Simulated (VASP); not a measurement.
# C (C2/m) in VASP: further runs, part 2 of 2

VASP 6.6.1.

### 3 Single point, revPBE

This run uses another cell than the first one, of 13.60 Å³/atom.

INCAR reads:

```
SYSTEM = C
PREC     = Accurate       ! precision mode
ENCUT    = 520            ! plane-wave cutoff, eV
EDIFF    = 1E-6           ! SCF threshold, eV
ISMEAR   = -1             ! smearing method
SIGMA    = 0.05           ! smearing width, eV
LREAL    = .FALSE.        ! projectors in reciprocal space
LASPH    = .TRUE.         ! aspherical terms in the spheres
NELM     = 100            ! most SCF steps
ALGO     = Normal         ! electronic algorithm
ISIF     = 2              ! what is computed and relaxed
LWAVE    = .FALSE.        ! write WAVECAR
LCHARG   = .FALSE.        ! write CHGCAR
GGA      = RE             ! functional
NBANDS   = 11             ! bands
```

KPOINTS reads:

```
Automatic mesh
0
G
  13 13 8
  0 0 0
```

POSCAR reads:

```
C
1.0
    2.1429594149     -1.2372395872     -0.0036360357
    2.1429594149      1.2372395872     -0.0036360357
   -1.3951950040      0.0000000000      5.1329536127
C
2
Direct
    0.1666665936      0.1666665936      0.9999994348
    0.8333334064      0.8333334064      0.0000005652
```

Potentials or basis: VASP PAW PBE potentials, release 64 (C).

Launch:

```console
cat potpaw_PBE.64/C/POTCAR > POTCAR
mpirun -np 1 vasp_std > vasp.out
```

OUTCAR:

```text
SYSTEM = C
   PREC = Accurate
   ENCUT = 520
   EDIFF = 1E-6
   ISMEAR = -1
   LREAL = .FALSE.
   LASPH = .TRUE.
   NELM = 100
   ISIF = 2
   GGA = RE

 ion  position               nearest neighbor table
   1  0.167  0.167  1.000-   2 1.43   2 1.43   2 1.43
   2  0.833  0.833  0.000-   1 1.43   1 1.43   1 1.43

  LATTYP: Found a base centered monoclinic cell.
 ALAT       =     4.2859249992
 B/A-ratio  =     0.5773500878
 C/A-ratio  =     1.2410833056
 COS(beta)  =    -0.2639315869

  Lattice vectors:

 A1 = (   2.1429594149,  -1.2372395872,  -0.0036360357)
 A2 = (   2.1429594149,   1.2372395872,  -0.0036360357)
 A3 = (  -1.3951950040,   0.0000000000,   5.1329536127)

Analysis of symmetry for initial positions (statically):
=====================================================================
 Subroutine PRICEL returns:
 Original cell was already a primitive cell.

 Routine SETGRP: Setting up the symmetry group for a
 base centered monoclinic supercell.

 Subroutine GETGRP returns: Found  4 space group operations
 (whereof  4 operations were pure point group operations)
 out of a pool of  4 trial point group operations.

The static configuration has the point symmetry C_2h.

Analysis of symmetry for dynamics (positions and initial velocities):
=====================================================================
 Subroutine PRICEL returns:
 Original cell was already a primitive cell.

 Routine SETGRP: Setting up the symmetry group for a
 base centered monoclinic supercell.

 Subroutine GETGRP returns: Found  4 space group operations
 (whereof  4 operations were pure point group operations)
 out of a pool of  4 trial point group operations.

The dynamic configuration has the point symmetry C_2h.

 Subroutine INISYM returns: Found  4 space group operations
 (whereof  4 operations are pure point group operations),
 and found     1 'primitive' translations

----------------------------------------------------------------------------------------

[... 118 lines left out ...]
   LHFCALC =     F    Hartree Fock is set to
   AEXX    =    0.0000 exact exchange contribution
   IVDW    =     0    specifies the selected vdW correction
   LEPSILON=     F    determine dielectric tensor
   LRPA    =     F    only Hartree local field effects (RPA)
 non-spin polarized calculation
  energy-cutoff  :      520.00
  volume of cell :       27.21
 maximum number of plane-waves:       750
   NGX =  9   NGY =  9   NGZ = 19

 number of electron       7.9999999 magnetization

 Free energy of the ion-electron system (eV)
  ---------------------------------------------------
  ext. energy  EPLUGINS =         0.00000000
  ---------------------------------------------------
  free energy    TOTEN  =       -17.76061916 eV

  energy without entropy =      -17.76061913  energy(sigma->0) =      -17.76061914

 E-fermi :   1.6473     XC(G=0):  -7.4174

 val. band max:        0.9061813846   @ k =  -0.3077   0.3077   0.0000
 cond. band min:       2.3968867510   @ k =  -0.3077   0.3846   0.2500
 fundamental gap:      1.4907053664
 Fermi energy:         1.6473254560

 k-point     1 :       0.0000    0.0000    0.0000
  band No.  band energies     occupation
      1     -17.8523      2.00000
      2      -5.8298      2.00000
      3      -1.3865      2.00000
      4      -1.3865      2.00000
      5       4.6188      0.00000
      6       9.9015      0.00000
      7       9.9015      0.00000
      8      13.0016      0.00000
      9      13.4023      0.00000
     10      13.8516      0.00000
     11      18.2331      0.00000
[... 309 lines left out ...]
 k-point    24 :       0.4615    0.1538   -0.0000
  band No.  band energies     occupation
      1     -14.0611      2.00000
      2      -9.0594      2.00000
      3      -5.9802      2.00000
      4      -1.5848      2.00000
      5       4.9272      0.00000
      6      10.1782      0.00000
      7      11.3216      0.00000
      8      14.7104      0.00000
      9      15.4174      0.00000
     10      18.0768      0.00000
     11      18.6417      0.00000

 [... further k-points ...]

------------------------ aborting loop because EDIFF is reached ----------------------------------------

  FORCE on cell =-STRESS in cart. coord.  units (eV):
  Direction    XX          YY          ZZ          XY          YZ          ZX
  --------------------------------------------------------------------------------------
  -------------------------------------------------------------------------------------
  Total        0.0690562      0.0691415     -0.0023673      0.0000000      0.0000000     -0.0001082
  in kB        4.0667617      4.0717828     -0.1394089      0.0000000      0.0000000     -0.0063699
  external PRESSURE =       2.6663785 kB  Pullay stress =       0.0000000 kB

 VOLUME and BASIS-vectors are now :
 -----------------------------------------------------------------------------
  energy-cutoff  :      520.00
  volume of cell :       27.21
      direct lattice vectors                 reciprocal lattice vectors
     2.142959415 -1.237239587 -0.003636036     0.233429854 -0.404125446  0.063448881
     2.142959415  1.237239587 -0.003636036     0.233429854  0.404125446  0.063448881
    -1.395195004  0.000000000  5.132953613     0.000330710  0.000000000  0.194909497

 POSITION                                       TOTAL-FORCE (eV/Angst)
 -----------------------------------------------------------------------------------
     -0.68087      0.00000      5.13174        -0.000057      0.000000     -0.000017
      3.57160      0.00000     -0.00606         0.000057      0.000000      0.000017
 -----------------------------------------------------------------------------------
    total drift:                                0.000000     -0.000000      0.000000

  FREE ENERGIE OF THE ION-ELECTRON SYSTEM (eV)
  ---------------------------------------------------
  free  energy   TOTEN  =       -17.7606191567 eV

  energy  without entropy=      -17.7606191283  energy(sigma->0) =      -17.76061914
```

stdout:

```text
POSCAR found type information on POSCAR C
 POSCAR found :  1 types and       2 ions
 scaLAPACK will be used
 -----------------------------------------------------------------------------
|                                                                             |
|                                                                             |
|     You enforced a specific xc type in the INCAR file but a different       |
|     I HOPE YOU KNOW WHAT YOU ARE DOING!                                     |
|                                                                             |
 -----------------------------------------------------------------------------

 LDA part: xc-table for (Slater+PW92), standard interpolation
 POSCAR, INCAR and KPOINTS ok, starting setup
 FFT: planning ... GRIDC
 FFT: planning ... GRID_SOFT
 FFT: planning ... GRID
 WAVECAR not read
 entering main loop
```

Wall time 97 s (1 thread of AMD EPYC 7R43 (Zen 3), shared host); peak memory 0.16 GiB.

What came out:

| Item | Value |
| --- | --- |
| Free energy | -17.7606 eV |
| Pressure | 0.3 GPa |

Stress tensor (GPa, compression positive):
```
 0.41  0.00  0.00
 0.00  0.41  0.00
 0.00  0.00 -0.01
```

Caveat: this functional lacks dispersion, which binds the layers, so the pressure and a relaxed spacing across them are unreliable; the PAW data sets were made with another functional, which shifts forces and pressure a little.
